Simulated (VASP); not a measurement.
# ZnS (F-43m) in VASP: vibrations by perturbation theory with PBE

Aim: the vibrations by perturbation theory of ZnS with PBE.

All numbers are computed with VASP 6.6.1; they aren't measurements. Logs are shortened: lines on timing, memory, paths and dates and some standing lists are left out, and cuts for length are marked.

**1. The cell of the first run**

The structure is cubic, space group F-43m (No. 216). The conventional cell has a = 5.444 Å, b = 5.444 Å, c = 5.444 Å, α = 90.00°, β = 90.00°, γ = 90.00°. Within 3.1 Å of Zn (site symmetry -43m) lie 4 S at 2.36 Å. Within 3.1 Å of S (site symmetry -43m) lie 4 Zn at 2.36 Å.

**2. Vibrations by perturbation theory, PBE**

The input, INCAR:

```
SYSTEM = ZnS
PREC = Accurate
ENCUT = 520
EDIFF = 1E-8
ISMEAR = 0
SIGMA = 0.01
LREAL = .FALSE.
LASPH = .TRUE.
NELM = 60
ALGO = Normal
ISIF = 2
LWAVE = .FALSE.
LCHARG = .FALSE.
GGA = PE
NBANDS = 16
IBRION = 8
NSW = 1
LEPSILON = .TRUE.
```

The input, KPOINTS:

```
Automatic mesh
0
G
  8 8 8
  0 0 0
```

The input, POSCAR:

```
ZnS
1.0
    0.0000000000      2.7218479153      2.7218479153
    2.7218479153      0.0000000000      2.7218479153
    2.7218479153      2.7218479153      0.0000000000
Zn S
1 1
Direct
    0.0000000000      0.0000000000      0.0000000000
    0.7500000000      0.7500000000      0.7500000000
```

Potentials or basis: VASP PAW PBE potentials, release 64 (Zn, S).

Launch:

```
cat potpaw_PBE.64/Zn/POTCAR potpaw_PBE.64/S/POTCAR > POTCAR
mpirun -np 1 vasp_std > vasp.out
```

OUTCAR:

```text
SYSTEM = ZnS
   PREC = Accurate
   ENCUT = 520
   EDIFF = 1E-8
   ISMEAR = 0
   LREAL = .FALSE.
   LASPH = .TRUE.
   NELM = 60
   ISIF = 2
   GGA = PE
   IBRION = 8
   NSW = 1
   LEPSILON = .TRUE.

 ion  position               nearest neighbor table
   1  0.000  0.000  0.000-   2 2.36   2 2.36   2 2.36   2 2.36
   2  0.750  0.750  0.750-   1 2.36   1 2.36   1 2.36   1 2.36

  LATTYP: Found a face centered cubic cell.
 ALAT       =     5.4436958306

  Lattice vectors:

 A1 = (   0.0000000000,   2.7218479153,   2.7218479153)
 A2 = (   2.7218479153,   0.0000000000,   2.7218479153)
 A3 = (   2.7218479153,   2.7218479153,   0.0000000000)

Analysis of symmetry for initial positions (statically):
=====================================================================
 Subroutine PRICEL returns:
 Original cell was already a primitive cell.

 Routine SETGRP: Setting up the symmetry group for a
 face centered cubic supercell.

 Subroutine GETGRP returns: Found 24 space group operations
 (whereof 24 operations were pure point group operations)
 out of a pool of 48 trial point group operations.

The static configuration has the point symmetry T_d .

Analysis of symmetry for dynamics (positions and initial velocities):
=====================================================================
 Subroutine PRICEL returns:
 Original cell was already a primitive cell.

 Routine SETGRP: Setting up the symmetry group for a
 face centered cubic supercell.

 Subroutine GETGRP returns: Found 24 space group operations
 (whereof 24 operations were pure point group operations)
 out of a pool of 48 trial point group operations.

The dynamic configuration has the point symmetry T_d .

 Subroutine INISYM returns: Found 24 space group operations
 (whereof 24 operations are pure point group operations),
 and found     1 'primitive' translations

----------------------------------------------------------------------------------------

                                     Primitive cell

  volume of cell :      40.3294

  direct lattice vectors                    reciprocal lattice vectors
     0.000000000  2.721847915  2.721847915    -0.183698728  0.183698728  0.183698728
     2.721847915  0.000000000  2.721847915     0.183698728 -0.183698728  0.183698728
     2.721847915  2.721847915  0.000000000     0.183698728  0.183698728 -0.183698728

  length of vectors
     3.849274237  3.849274237  3.849274237     0.318175530  0.318175530  0.318175530

  position of ions in fractional coordinates (direct lattice)
     0.000000000  0.000000000  0.000000000
     0.750000000  0.750000000  0.750000000

  ion indices of the primitive-cell ions
   primitive index   ion index
                 1           1
                 2           2

----------------------------------------------------------------------------------------

 KPOINTS: Automatic mesh

Automatic generation of k-mesh.
 Grid dimensions read from file:
 generate k-points for:    8    8    8

 Generating k-lattice:

  Cartesian coordinates                     Fractional coordinates (reciprocal lattice)
    -0.022962341  0.022962341  0.022962341     0.125000000  0.000000000  0.000000000
     0.022962341 -0.022962341  0.022962341     0.000000000  0.125000000  0.000000000
     0.022962341  0.022962341 -0.022962341     0.000000000  0.000000000  0.125000000

  Length of vectors
     0.039771941  0.039771941  0.039771941

  Shift w.r.t. Gamma in fractional coordinates (k-lattice)
     0.000000000  0.000000000  0.000000000

 Subroutine IBZKPT returns following result:
 ===========================================

 Found     29 irreducible k-points:
[... 564 lines left out ...]
  energy-cutoff  :      520.00
  volume of cell :       40.33
      direct lattice vectors                 reciprocal lattice vectors
     0.000000000  2.721847915  2.721847915    -0.183698728  0.183698728  0.183698728
     2.721847915  0.000000000  2.721847915     0.183698728 -0.183698728  0.183698728
     2.721847915  2.721847915  0.000000000     0.183698728  0.183698728 -0.183698728

 POSITION                                       TOTAL-FORCE (eV/Angst)
 -----------------------------------------------------------------------------------
      0.00000      0.00000      0.00000        -0.000000      0.000000     -0.000000
      4.08277      4.08277      4.08277         0.000000     -0.000000      0.000000
 -----------------------------------------------------------------------------------
    total drift:                                0.000000      0.000000      0.000000

  FREE ENERGIE OF THE ION-ELECTRON SYSTEM (eV)
  ---------------------------------------------------
  free  energy   TOTEN  =        -6.8523579049 eV

  energy  without entropy=       -6.8523579049  energy(sigma->0) =       -6.85235790

 HEAD OF MICROSCOPIC STATIC DIELECTRIC TENSOR (INDEPENDENT PARTICLE, excluding Hartree and local field effects)
 ------------------------------------------------------
           6.403299    -0.000000     0.000000
           0.000000     6.403299     0.000000
          -0.000000     0.000000     6.403299
 ------------------------------------------------------

 Free energy of the ion-electron system (eV)
  ---------------------------------------------------
  ---------------------------------------------------
  free energy    TOTEN  =        -0.60646970 eV

  energy without entropy =       -0.60646970

------------------------ aborting loop because EDIFF is reached ----------------------------------------

--------------------------------------- Ionic step        2  -------------------------------------------

------------------------ aborting loop because EDIFF is reached ----------------------------------------

--------------------------------------- Ionic step        3  -------------------------------------------

------------------------ aborting loop because EDIFF is reached ----------------------------------------

 PIEZOELECTRIC TENSOR FIELD DIRECTION 3  (e Angst)
 -----------------------------------------------------------------------------
    -0.00060  1.72307  0.00000           ( -0.00000 -0.02079  0.00000)
     1.72307 -0.00060  0.00000           ( -0.02079 -0.00000  0.00000)
     0.00000  0.00000 -0.00022           (  0.00000  0.00000 -0.00000)

 PIEZOELECTRIC TENSOR FIELD DIRECTION 3  (C/m^2)
 -----------------------------------------------------------------------------
    -0.00024  0.68453  0.00000
     0.68453 -0.00024  0.00000
     0.00000  0.00000 -0.00009

--------------------------------------- Ionic step        4  -------------------------------------------

------------------------ aborting loop because EDIFF is reached ----------------------------------------

[... ionic steps 5 to 6 ...]

--------------------------------------- Ionic step        7  -------------------------------------------

 Free energy of the ion-electron system (eV)
  ---------------------------------------------------
  ---------------------------------------------------
  free energy    TOTEN  =        -0.10585453 eV

  energy without entropy =       -0.10585453

------------------------ aborting loop because EDIFF is reached ----------------------------------------

 INTERNAL STRAIN TENSOR  FOR ION    2  DIRECTION 1   (eV/Angst):
 -----------------------------------------------------------------------------
    -0.01741  0.00000  0.00000
     0.00000  0.01516  4.80388
     0.00000  4.80388  0.01516

 MACROSCOPIC STATIC DIELECTRIC TENSOR (including local field effects in DFT)
 ------------------------------------------------------
           6.022784     0.000000     0.000000
           0.000000     6.022784    -0.000000
           0.000000     0.000000     6.022784
 ------------------------------------------------------

 PIEZOELECTRIC TENSOR (including local field effects)  for field in x, y, z        (e  Angst)
          XX          YY          ZZ          XY          YZ          ZX
  --------------------------------------------------------------------------------
  x    -0.00000     0.00000    -0.00000    -0.00000     1.73749     0.00000
  y    -0.00000    -0.00000     0.00000     0.00000    -0.00000     1.73749
  z     0.00000     0.00000    -0.00000     1.73749     0.00000    -0.00000

 PIEZOELECTRIC TENSOR (including local field effects)  for field in x, y, z        (C/m^2)
          XX          YY          ZZ          XY          YZ          ZX
  --------------------------------------------------------------------------------
  x    -0.00000     0.00000    -0.00000    -0.00000     0.69026     0.00000
  y    -0.00000    -0.00000     0.00000     0.00000    -0.00000     0.69026
  z     0.00000     0.00000    -0.00000     0.69026     0.00000    -0.00000

 BORN EFFECTIVE CHARGES (including local field effects) (in |e|, cummulative output)
 ---------------------------------------------------------------------------------
 ion    1
    1     2.04498     0.00000    -0.00000
    2     0.00000     2.04498     0.00000
    3     0.00000     0.00000     2.04498
 ion    2
    1    -2.04498    -0.00000     0.00000
    2    -0.00000    -2.04498    -0.00000
    3    -0.00000    -0.00000    -2.04498

 INTERNAL STRAIN TENSOR FOR ION    2 for displacements in x,y,z  (eV/Angst):
          X           Y           Z          XY          YZ          ZX
  --------------------------------------------------------------------------------
  x     0.00000     0.00000     0.00000     0.00000     4.80388     0.00000
  y     0.00000     0.00000     0.00000     0.00000     0.00000     4.80388
  z     0.00000     0.00000     0.00000     4.80388     0.00000     0.00000

 SECOND DERIVATIVES (NOT SYMMETRIZED)
 ------------------------------------
               1X          1Y          1Z          2X          2Y          2Z
  1X    -5.395114    0.000000    0.000000    5.395114    0.000000    0.000000
  1Y     0.000000   -5.395114    0.000000    0.000000    5.395114    0.000000
  1Z     0.000000    0.000000   -5.395114    0.000000    0.000000    5.395114
  2X     5.387021    0.000000    0.000000   -5.387021    0.000000    0.000000
  2Y     0.000000    5.387021    0.000000    0.000000   -5.387021    0.000000
  2Z     0.000000    0.000000    5.387021    0.000000    0.000000   -5.387021

 Eigenvectors and eigenvalues of the dynamical matrix
 ----------------------------------------------------

   1 f  =    7.824537 THz    49.163013 2PiTHz  260.998446 cm-1    32.359669 meV
             X         Y         Z           dx          dy          dz
      0.000000  0.000000  0.000000     0.038797    0.523037   -0.233001
      4.082772  4.082772  4.082772    -0.055361   -0.746345    0.332479
[... 21 lines left out ...]
   6 f/i=    0.002760 THz     0.017343 2PiTHz    0.092069 cm-1     0.011415 meV
             X         Y         Z           dx          dy          dz
      0.000000  0.000000  0.000000    -0.165528    0.786767   -0.155679
      4.082772  4.082772  4.082772    -0.116002    0.551365   -0.109099

--------------------------------------------------------------------------------------------------------

 MACROSCOPIC STATIC DIELECTRIC TENSOR IONIC CONTRIBUTION
 ------------------------------------------------------
           3.480545     0.000000     0.000000
           0.000000     3.480545     0.000000
           0.000000     0.000000     3.480545
 ------------------------------------------------------

 ELASTIC MODULI CONTR FROM IONIC RELAXATION (kBar)
 Direction    XX          YY          ZZ          XY          YZ          ZX
 --------------------------------------------------------------------------------
 XX          -0.0000      0.0000      0.0000     -0.0000      0.0000      0.0000
 YY           0.0000     -0.0000      0.0000     -0.0000     -0.0000     -0.0000
 ZZ           0.0000      0.0000     -0.0000      0.0000     -0.0000      0.0000
 XY          -0.0000     -0.0000      0.0000   -170.0506      0.0000      0.0000
 YZ           0.0000     -0.0000     -0.0000      0.0000   -170.0506      0.0000
 ZX           0.0000     -0.0000      0.0000      0.0000      0.0000   -170.0506
 --------------------------------------------------------------------------------

 PIEZOELECTRIC TENSOR IONIC CONTR  for field in x, y, z        (C/m^2)
          XX          YY          ZZ          XY          YZ          ZX
  --------------------------------------------------------------------------------
  x     0.00000    -0.00000    -0.00000     0.00000    -0.72391    -0.00000
  y     0.00000    -0.00000     0.00000    -0.00000    -0.00000    -0.72391
  z    -0.00000    -0.00000     0.00000    -0.72391    -0.00000    -0.00000
```

Run time: 18 min. Hardware: 1 thread of Intel Xeon 8259CL, shared host; peak memory 0.3 GiB.

What came out:

```yaml
Electronic_dielectric_tensor_diagonal: 6.02
Born_charges_mean_of_the_diagonal: Zn +2.04; S -2.04 e
Highest_phonon_frequency_at_Γ_LO-TO_splitting_left_out: 261 cm⁻¹
```

Phonon frequencies in cm⁻¹ (negative: imaginary):
```csv
q point,frequencies
"(0.000, 0.000, 0.000)",0 0 0 261 261 261
```

Electronic dielectric tensor:
```
6.02 0.00 0.00
0.00 6.02 0.00
0.00 0.00 6.02
```

Born effective charge tensors (e):
atom 1, Zn
```
2.04 0.00 0.00
0.00 2.04 0.00
0.00 0.00 2.04
```
atom 2, S
```
-2.04  0.00  0.00
 0.00 -2.04  0.00
 0.00  0.00 -2.04
```
